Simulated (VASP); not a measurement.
# PbS (Cmcm) in VASP: a series of runs, part 2 of 3

VASP 6.6.1. The steps go on from the part before.

### Step 4. Relaxation of cell and atoms, PBE+D3(BJ)

This run uses another cell than the first one, of 26.66 Å³/atom.

INCAR reads:

```
PREC = Accurate
ENCUT = 600
EDIFF = 1E-6
ISMEAR = 0
SIGMA = 0.02
LREAL = False
LASPH = True
NELM = 60
ALGO = Normal
ISIF = 3
LWAVE = False
LCHARG = False
GGA = PE
IVDW = 12
IBRION = 2
NSW = 100
EDIFFG = -0.005
```

KPOINTS reads:

```
regular mesh
0
Gamma
  8 8 6
```

POSCAR reads:

```
PbS
1.0
    2.0799526950     -5.9912968650      0.0000000000
    2.0799526950      5.9912968650      0.0000000000
    0.0000000000      0.0000000000      4.2793209400
Pb S
2 2
Direct
    0.8694366500      0.1305633500      0.7500000000
    0.1305633500      0.8694366500      0.2500000000
    0.6452029100      0.3547970900      0.7500000000
    0.3547970900      0.6452029100      0.2500000000
```

Potentials or basis: VASP PAW PBE potentials, release 64 (Pb_d, S).

Run with:

```
$ cat potpaw_PBE.64/Pb_d/POTCAR potpaw_PBE.64/S/POTCAR > POTCAR
$ mpirun -np 1 vasp_std > vasp.out
```

OUTCAR:

```text
PREC = Accurate
   ENCUT = 600
   EDIFF = 1E-6
   ISMEAR = 0
   LREAL = False
   LASPH = True
   NELM = 60
   ISIF = 3
   GGA = PE
   IVDW = 12
   IBRION = 2
   NSW = 100
   EDIFFG = -0.005
 IVDW          = 12

 ion  position               nearest neighbor table
   1  0.869  0.131  0.750-   3 2.69   4 2.99   4 2.99   4 2.99   4 2.99   2 3.79   2 3.79   2 4.13
                             2 4.13   2 4.13   2 4.13
   2  0.131  0.869  0.250-   4 2.69   3 2.99   3 2.99   3 2.99   3 2.99   1 3.79   1 3.79   1 4.13
                             1 4.13   1 4.13   1 4.13
   3  0.645  0.355  0.750-   1 2.69   2 2.99   2 2.99   2 2.99   2 2.99
   4  0.355  0.645  0.250-   2 2.69   1 2.99   1 2.99   1 2.99   1 2.99

  LATTYP: Found a base centered orthorhombic cell.
 ALAT       =     4.1599053900
 B/A-ratio  =     2.8804966956
 C/A-ratio  =     1.0287063139

  Lattice vectors:

 A1 = (   2.0799526950,  -5.9912968650,   0.0000000000)
 A2 = (   2.0799526950,   5.9912968650,   0.0000000000)
 A3 = (   0.0000000000,   0.0000000000,   4.2793209400)

Analysis of symmetry for initial positions (statically):
=====================================================================
 Subroutine PRICEL returns:
 Original cell was already a primitive cell.

 Routine SETGRP: Setting up the symmetry group for a
 base centered orthorhombic supercell.

 Subroutine GETGRP returns: Found  8 space group operations
 (whereof  4 operations were pure point group operations)
 out of a pool of  8 trial point group operations.

The static configuration has the point symmetry C_2h.
 The point group associated with its full space group is D_2h.

Analysis of symmetry for dynamics (positions and initial velocities):
=====================================================================
 Subroutine PRICEL returns:
 Original cell was already a primitive cell.

 Routine SETGRP: Setting up the symmetry group for a
 base centered orthorhombic supercell.

 Subroutine GETGRP returns: Found  8 space group operations
 (whereof  4 operations were pure point group operations)
 out of a pool of  8 trial point group operations.

The dynamic configuration has the point symmetry C_2h.
 The point group associated with its full space group is D_2h.

 Subroutine INISYM returns: Found  8 space group operations
[... 122 lines left out ...]
  volume/ion in A,a.u.               =      26.66       179.94
  Fermi-wavevector in a.u.,A,eV,Ry     =   1.180597  2.231005 18.963935  1.393810
  Thomas-Fermi vector in A             =   2.316887
   LORBIT       =      0    0 simple, 1 ext, 2 COOP (PROOUT), +10 PAW based schemes
   GGA     = PE    functional components
   LHFCALC =     F    Hartree Fock is set to
   AEXX    =    0.0000 exact exchange contribution
   IVDW    =    12    specifies the selected vdW correction
   LEPSILON=     F    determine dielectric tensor
   LRPA    =     F    only Hartree local field effects (RPA)
 conjugate gradient relaxation of ions
 non-spin polarized calculation
 Gauss-broadening in eV      SIGMA  =   0.02
  energy-cutoff  :      600.00
  volume of cell :      106.65
 maximum number of plane-waves:      3584
 NGX is ok and might be reduce to    54
   NGX = 25   NGY = 25   NGZ = 17

--------------------------------------- Ionic step        1  -------------------------------------------

 number of electron      40.0000000 magnetization

 Free energy of the ion-electron system (eV)
  ---------------------------------------------------
  ext. energy  EPLUGINS =         0.00000000
  ---------------------------------------------------
  free energy    TOTEN  =       -17.37665988 eV

  energy without entropy =      -17.37665988  energy(sigma->0) =      -17.37665988

------------------------ aborting loop because EDIFF is reached ----------------------------------------

 Edisp (eV)   -1.36739

 E8    (eV) :    -0.6177
[... 111 lines left out ...]
  FREE ENERGIE OF THE ION-ELECTRON SYSTEM (eV)
  ---------------------------------------------------
  free  energy   TOTEN  =       -18.7532034791 eV

  energy  without entropy=      -18.7532034791  energy(sigma->0) =      -18.75320348

[... ionic steps 4 to 16 ...]

--------------------------------------- Ionic step       17  -------------------------------------------

 number of electron      40.0000000 magnetization

------------------------ aborting loop because EDIFF is reached ----------------------------------------
[... 79 lines left out ...]
--------------------------------------- Ionic step       19  -------------------------------------------

 number of electron      40.0000000 magnetization

 Free energy of the ion-electron system (eV)
  ---------------------------------------------------
  ext. energy  EPLUGINS =         0.00000000
  ---------------------------------------------------
  free energy    TOTEN  =       -17.33836046 eV

  energy without entropy =      -17.33836046  energy(sigma->0) =      -17.33836046

 E-fermi :   5.5079     XC(G=0):  -9.8166

 val. band max:        5.4108173093   @ k =   0.5000   0.5000   0.3333
 cond. band min:       6.6429824626   @ k =   0.5000   0.5000   0.0000
 fundamental gap:      1.2321651533
 Fermi energy:         5.5078872393

 k-point     1 :       0.0000    0.0000    0.0000
  band No.  band energies     occupation
      1     -11.0376      2.00000
      2     -10.9384      2.00000
      3     -10.9359      2.00000
      4     -10.9146      2.00000
      5     -10.8697      2.00000
      6     -10.8691      2.00000
[... 637 lines left out ...]
     23       9.0648      0.00000
     24      10.2750      0.00000

 [... further k-points ...]

------------------------ aborting loop because EDIFF is reached ----------------------------------------

 Edisp (eV)   -1.42912

 E8    (eV) :    -0.6450
[... 27 lines left out ...]
  FREE ENERGIE OF THE ION-ELECTRON SYSTEM (eV)
  ---------------------------------------------------
  free  energy   TOTEN  =       -18.7674782518 eV

  energy  without entropy=      -18.7674782518  energy(sigma->0) =      -18.76747825

 reached required accuracy - stopping structural energy minimisation
```

Wall time 28 min (1 thread of Intel Xeon 6975P-C (Granite Rapids), shared host); peak memory 0.48 GiB.

Results:

* Free energy: -18.7675 eV
* Relaxed volume: 25.53 Å³/atom
* Relaxed cell: a = 6.168 Å, b = 6.168 Å, c = 4.269 Å, α = 90.00°, β = 90.00°, γ = 141.05°
* Space group after relaxing (to 0.1 Å): Cmcm (No. 63)
* Energy gained by relaxing: 5.9 meV/atom
* Ionic steps: 19
* Pressure after relaxing: 0.0 GPa
* Band gap on the k mesh: 1.23 eV (least direct gap 1.29 eV)
* Dispersion energy per atom: -0.357 eV

Step by step:
```
step  energy change (eV)  largest force (eV/Å)  pressure (GPa)  volume (Å³)
   1              0.0000                0.0986           -1.02       106.65
   2             -0.0091                0.1719            0.22       104.06
   3             -0.0092                0.1675            0.11       104.21
   4             -0.0132                0.1042            0.02       103.91
   5             -0.0168                0.0415           -0.12       103.14
   6             -0.0193                0.0455           -0.13       102.81
   7             -0.0215                0.0518           -0.08       102.34
   8             -0.0213                0.0685            0.05       101.40
   9             -0.0222                0.0570           -0.01       101.93
  10             -0.0227                0.0349            0.02       101.98
  11             -0.0229                0.0328            0.06       102.06
  12             -0.0231                0.0253           -0.01       102.20
  13             -0.0231                0.0192           -0.07       102.32
  14             -0.0232                0.0178           -0.04       102.24
  15             -0.0232                0.0154            0.04       102.11
  16             -0.0233                0.0113            0.02       102.13
  17             -0.0234                0.0081           -0.01       102.15
  18             -0.0234                0.0052           -0.01       102.13
  19             -0.0234                0.0018           -0.02       102.10
```

Final structure:
```cif
data_structure
_symmetry_space_group_name_H-M 'P 1'
_symmetry_Int_Tables_number 1
_cell_length_a 6.1681
_cell_length_b 6.1681
_cell_length_c 4.2688
_cell_angle_alpha 90.000
_cell_angle_beta 90.000
_cell_angle_gamma 141.046
_cell_volume 102.10
loop_
_atom_site_label
_atom_site_type_symbol
_atom_site_fract_x
_atom_site_fract_y
_atom_site_fract_z
_atom_site_occupancy
Pb1 Pb 0.87291 0.12710 0.75000 1
Pb2 Pb 0.12710 0.87291 0.25000 1
S1 S 0.64043 0.35957 0.75000 1
S2 S 0.35957 0.64043 0.25000 1
```

Caveat: spin-orbit coupling is left out, which moves the levels of the heavy elements.

### Step 5. Single point, PBE+D3(BJ)

This run uses another cell than the first one, of 26.66 Å³/atom.

INCAR reads:

```
ALGO = Normal ; EDIFF = 1E-6
ENCUT = 500 ; GGA = PE
GGA_COMPAT = False ; ISIF = 2
ISMEAR = 0 ; IVDW = 12
LASPH = True ; LCHARG = True
LELF = True ; LREAL = False
LVHAR = True ; LWAVE = False
NBANDS = 28 ; NELM = 120
PREC = Accurate ; SIGMA = 0.1
```

KPOINTS reads:

```
k-points
0
Gamma
  4 4 4
```

POSCAR is that of step 4.

Run with:

```
$ cat potpaw_PBE.64/Pb_d/POTCAR potpaw_PBE.64/S/POTCAR > POTCAR
$ mpirun -np 1 vasp_std > vasp.out
```

Run time: 2.1 min. Hardware: 1 thread of Intel Xeon 8259CL, shared host; peak memory 0.28 GiB.

It converged, with:

* Free energy: -18.7558 eV
* Pressure: -1.2 GPa
* Largest force: 0.077 eV/Å
* Band gap on the k mesh: 1.29 eV (least direct gap 1.65 eV)
* Dispersion energy per atom: -0.342 eV

Forces on the atoms (eV/Å):
```
Pb   0.000 -0.077  0.000
Pb   0.000  0.077  0.000
S    0.000  0.061  0.000
S    0.000 -0.061  0.000
```

Stress tensor (GPa, compression positive):
```
-1.20  0.00  0.00
 0.00 -1.00  0.00
 0.00  0.00 -1.28
```

Levels at points of the mesh, in eV from the valence-band top:
```
           k point  band 18  band 19  band 20  band 21  band 22  band 23
(0.00, 0.00, 0.00)    -1.53    -1.36    -0.38     4.78     4.85     5.00
(0.50, 0.00, 0.00)    -1.06    -0.25    -0.24     1.90     1.99     2.36
(0.50, 0.50, 0.00)    -1.75    -1.19    -0.36     1.29     4.59     4.96
(0.00, 0.00, 0.50)    -1.00     0.00     0.00     1.94     1.94     2.91
(0.50, 0.00, 0.50)    -2.99    -1.32    -1.32     3.54     3.54     5.38
(0.50, 0.50, 0.50)    -1.10    -0.35    -0.35     1.81     1.81     3.33
```

Caveat: spin-orbit coupling is left out, which moves the levels of the heavy elements. A k mesh can miss the band edges.

### Step 6. Single point, r2SCAN

POSCAR reads:

```
PbS
1.0
    2.0554605751     -5.8171216217      0.0000000000
    2.0554605751      5.8171216217      0.0000000000
    0.0000000000      0.0000000000      4.2684057435
Pb S
2 2
Direct
    0.8730525374      0.1269474626      0.7500000000
    0.1269474626      0.8730525374      0.2500000000
    0.6405897530      0.3594102470      0.7500000000
    0.3594102470      0.6405897530      0.2500000000
```

INCAR.step1 reads:

```
SYSTEM = PbS
ALGO = Normal
EDIFF = 1E-5
ENCUT = 550
GGA = PE
GGA_COMPAT = .FALSE.
ISMEAR = 0
LASPH = .TRUE.
LCHARG = .FALSE.
LREAL = .FALSE.
LWAVE = .TRUE.
NBANDS = 28
NELM = 120
PREC = Accurate
SIGMA = 0.02
```

INCAR.step2 reads:

```
SYSTEM = PbS
ALGO = Normal
EDIFF = 1E-6
ENCUT = 550
GGA_COMPAT = .FALSE.
ISIF = 2
ISMEAR = 0
ISTART = 1
LASPH = .TRUE.
LCHARG = .FALSE.
LMIXTAU = .TRUE.
LREAL = .FALSE.
LWAVE = .FALSE.
METAGGA = R2SCAN
NBANDS = 28
NELM = 120
PREC = Accurate
SIGMA = 0.02
```

KPOINTS reads:

```
k-points
0
G
  8 8 6
  0 0 0
```

Potentials or basis: VASP PAW PBE potentials, release 64 (Pb_d, S).

Run with:

```
$ cat potpaw_PBE.64/Pb_d/POTCAR potpaw_PBE.64/S/POTCAR > POTCAR
$ cp INCAR.step1 INCAR
$ mpirun -np 1 vasp_std > vasp.out
$ cp INCAR.step2 INCAR
$ mpirun -np 1 vasp_std > vasp.out
```

It took 27 min on 1 thread of Intel Xeon 8259CL, shared host; peak memory 0.45 GiB.

It converged, with:

```yaml
Free_energy: -131.1076 eV
Pressure: 1.2 GPa
Largest_force: 0.130 eV/Å
Band_gap_on_the_k_mesh: 1.48 eV (least direct gap 1.63 eV)
```

Forces on the atoms (eV/Å):
```
Pb   0.000  0.094  0.000
Pb   0.000 -0.094  0.000
S    0.000 -0.130  0.000
S    0.000  0.130  0.000
```

Stress tensor (GPa, compression positive):
```
1.37 0.00 0.00
0.00 0.90 0.00
0.00 0.00 1.33
```

Levels at points of the mesh, in eV from the valence-band top:
| k point | band 16 | band 17 | band 18 | band 19 | band 20 | band 21 | band 22 | band 23 | band 24 | band 25 |
| --- | --- | --- | --- | --- | --- | --- | --- | --- | --- | --- |
| (0.00, 0.00, 0.00) | -3.25 | -2.49 | -1.90 | -1.67 | -0.68 | 4.97 | 5.08 | 5.34 | 5.93 | 6.47 |
| (0.50, 0.00, 0.00) | -2.15 | -1.56 | -1.30 | -0.43 | -0.31 | 2.04 | 2.11 | 2.28 | 3.26 | 3.49 |
| (0.50, 0.50, 0.00) | -2.81 | -2.20 | -1.82 | -1.45 | -0.63 | 1.48 | 4.79 | 5.15 | 5.21 | 6.08 |
| (0.00, 0.00, 0.50) | -3.03 | -1.25 | -1.25 | -0.05 | -0.05 | 2.10 | 2.10 | 3.03 | 3.03 | 5.52 |
| (0.50, 0.00, 0.50) | -4.52 | -3.45 | -3.45 | -1.53 | -1.53 | 3.68 | 3.68 | 5.88 | 5.88 | 6.77 |
| (0.50, 0.50, 0.50) | -1.37 | -1.25 | -1.25 | -0.43 | -0.43 | 1.99 | 1.99 | 3.56 | 3.56 | 3.88 |

Caveat: the PAW data sets were made with another functional, which shifts forces and pressure a little; spin-orbit coupling is left out, which moves the levels of the heavy elements. A k mesh can miss the band edges.

(Continued in part 3 of 3.)
